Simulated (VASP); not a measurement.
Wanted: the native input for a VASP 6.6.1 run.

```
Task                   : single point
Functional             : PBE
Potentials or basis    : VASP PAW PBE potentials, release 64 (Li_sv)
Cutoff                 : 520 eV
k mesh                 : 45 × 45 × 45
Occupations            : fermi-dirac, width 0.0612256 eV
Spin                   : no spin polarisation
Dipole correction      : no
Further INCAR settings : ALGO = Normal; EDIFF = 1e-06; NBANDS = 8
```

The structure of Li lies in POSCAR:

```
Li
1.0
   -1.6943087749      1.6943087749      1.6943087749
    1.6943087749     -1.6943087749      1.6943087749
    1.6943087749      1.6943087749     -1.6943087749
Li
1
Direct
    0.0000000000      0.0000000000      0.0000000000
```

The input as run:

INCAR

```
SYSTEM = Li
PREC = Accurate
ENCUT = 520
EDIFF = 1E-6
ISMEAR = -1
SIGMA = 0.06122561905347299
LREAL = .FALSE.
LASPH = .TRUE.
NELM = 100
ALGO = Normal
ISIF = 2
LWAVE = .FALSE.
LCHARG = .TRUE.
GGA = PE
LELF = .TRUE.
LVHAR = .TRUE.
NBANDS = 8
```

KPOINTS

```
Automatic mesh
0
G
  45 45 45
  0 0 0
```

Potentials or basis: VASP PAW PBE potentials, release 64 (Li_sv).

Run with:

```bash
$ cat potpaw_PBE.64/Li_sv/POTCAR > POTCAR
$ mpirun -np 1 vasp_std > vasp.out
```

Results of the run:

```yaml
Band_gap_on_the_k_mesh: zero (an odd number of electrons rules out a gap without spin polarisation)
```

It took 5.6 min on 1 thread of Intel Xeon 8259CL, with other jobs on the host, peak memory 0.37 GiB.
